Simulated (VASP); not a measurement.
Input of a VASP 6.6.1 run:

Contents of INCAR:

```
SYSTEM = NbRh
PREC = Accurate
ENCUT = 520
EDIFF = 1E-8
ISMEAR = -1
SIGMA = 0.05
LREAL = .FALSE.
LASPH = .TRUE.
NELM = 60
ALGO = Normal
ISIF = 2
LWAVE = .FALSE.
LCHARG = .FALSE.
GGA = CA
LEFG = .TRUE.
NBANDS = 21
```

File KPOINTS:

```
regular mesh
0
G
  13 13 10
  0 0 0
```

POSCAR

```
NbRh
1.0
    2.3970356348      0.0000000000      0.0000000000
    0.0000000000      2.3970356348      0.0000000000
    0.0000000000      0.0000000000      3.2126350221
Nb Rh
1 1
Direct
    0.0000000000      0.0000000000      0.0000000000
    0.5000000000      0.5000000000      0.5000000000
```

Potentials or basis: VASP PAW LDA potentials, release 64 (Nb_sv, Rh_pv).

Run with:

```sh
$ cat potpaw_LDA.64/Nb_sv/POTCAR potpaw_LDA.64/Rh_pv/POTCAR > POTCAR
$ mpirun -np 1 vasp_std > vasp.out
```

(1) Predict the pressure.

(2) Predict the band gap on the k mesh.

## Answers

(1) 356.1 GPa.

(2) zero (band 14 reaches 28.74 eV, above the bottom of band 15 at 19.70 eV).

Caveat: without QUAD_EFG the Cq values of the log hold for a quadrupole moment of 1 mb, not for the nuclei.
